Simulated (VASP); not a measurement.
The system is Sb2Se5.

```
CELL_PARAMETERS angstrom
-3.92266 3.92266 3.40989
3.92266 -3.92266 3.40989
3.92266 3.92266 -3.40989
ATOMIC_POSITIONS crystal
Sb 0.20189 0.20189 0.00000
Sb 0.79811 0.79811 0.00000
Se 0.50000 0.50000 0.50000
Se 0.00000 0.00000 0.50000
Se 0.50000 0.00000 0.00000
Se 0.00000 0.50000 0.00000
Se 0.50000 0.50000 0.00000
```

The cell was generated, and may not be a known phase.

| Item | Value |
| --- | --- |
| Program | VASP 6.6.1 |
| Task | relaxation of cell and atoms |
| Functional | PBE |
| Potentials or basis | VASP PAW PBE potentials, release 64 (Sb, Se) |
| Cutoff | 600 eV |
| k mesh | 4 × 4 × 4 |
| Occupations | gaussian, width 0.1 eV |
| Spin | no spin polarisation |

At the start: pressure 18.0 GPa; volume 29.98 Å³/atom.

Where does the relaxation end?

Over 12 steps the energy falls by 987.8 meV/atom and the volume is 35.07 Å³/atom (+17.0 %); space group I4/mmm (No. 139, to 0.1 Å) before and after.

Step by step:
| step | energy change (eV) | largest force (eV/Å) | pressure (GPa) | volume (Å³) |
| --- | --- | --- | --- | --- |
| 1 | 0.0000 | 11.3554 | 18.01 | 209.88 |
| 2 | -2.2049 | 8.2359 | -3.07 | 318.29 |
| 3 | -3.2041 | 7.1474 | -3.24 | 301.78 |
| 4 | -3.8917 | 6.4626 | -3.18 | 289.15 |
| 5 | -5.2386 | 4.4939 | -0.51 | 248.68 |
| 6 | -6.8203 | 0.5661 | -1.62 | 253.98 |
| 7 | -6.8605 | 0.4034 | -1.44 | 254.42 |
| 8 | -6.8625 | 0.1001 | -0.89 | 255.10 |
| 9 | -6.8740 | 0.2596 | -1.23 | 254.74 |
| 10 | -6.9125 | 0.0463 | 0.09 | 245.35 |
| 11 | -6.9126 | 0.0303 | 0.02 | 245.79 |
| 12 | -6.9148 | 0.0233 | 0.01 | 245.46 |

Final structure:
```yaml
crystal:
  lattice:
    - [-3.72763, 3.72763, 4.41633]
    - [3.72763, -3.72763, 4.41633]
    - [3.72763, 3.72763, -4.41633]
  atoms:
    - { symbol: Sb, position: [0.18197, 0.18197, 0.00000] }
    - { symbol: Sb, position: [0.81803, 0.81803, 0.00000] }
    - { symbol: Se, position: [0.50000, 0.50000, 0.50000] }
    - { symbol: Se, position: [0.00000, 0.00000, 0.50000] }
    - { symbol: Se, position: [0.50000, 0.00000, 0.00000] }
    - { symbol: Se, position: [0.00000, 0.50000, 0.00000] }
    - { symbol: Se, position: [0.50000, 0.50000, 0.00000] }
```

Caveat: the volume moved by over 15 % at a fixed basis, so the end points are rough.
